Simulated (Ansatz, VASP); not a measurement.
Two plane-wave programs on HfN

```
CELL_PARAMETERS angstrom
3.21578 0.00000 0.00000
-1.60789 2.78494 0.00000
0.00000 0.00000 26.81551
ATOMIC_POSITIONS crystal
N 0.33333 0.66667 0.27969
N 0.00000 0.00000 0.37760
N 0.66667 0.33333 0.47552
N 0.33333 0.66667 0.57344
N 0.00000 0.00000 0.67135
Hf 0.66667 0.33333 0.32865
Hf 0.33333 0.66667 0.42656
Hf 0.00000 0.00000 0.52448
Hf 0.66667 0.33333 0.62240
Hf 0.33333 0.66667 0.72031
```

Alike in both runs: task single point; functional PBE; k mesh 12 × 12 × 1; occupations gaussian, width 0.1 eV; no spin polarisation.

|  | VASP | Ansatz |
| --- | --- | --- |
| version | VASP 6.6.1 | Ansatz 0.2.0 |
| potentials or method | VASP PAW PBE potentials, release 64 (N, Hf_pv), cutoff 520 eV | scalar-relativistic, plane waves, PAW |
| valence electrons in the cell | 75 | 155 |

|  | VASP | Ansatz | Ansatz less VASP |
| --- | --- | --- | --- |
| gap on the k mesh at the Fermi level (eV) | none | none | - |
| rms of the force components (eV/Å) | 1.594 | 1.587 | -0.0062 |

A gap of «none» marks a metal or a gap that the smearing closes. VASP's potentials hold 75 valence electrons a cell and Ansatz's 155, so a difference there can come from the potentials and not from the codes. Ansatz's warnings: xc potential rough in thin density.

Neither program's run includes spin-orbit coupling.
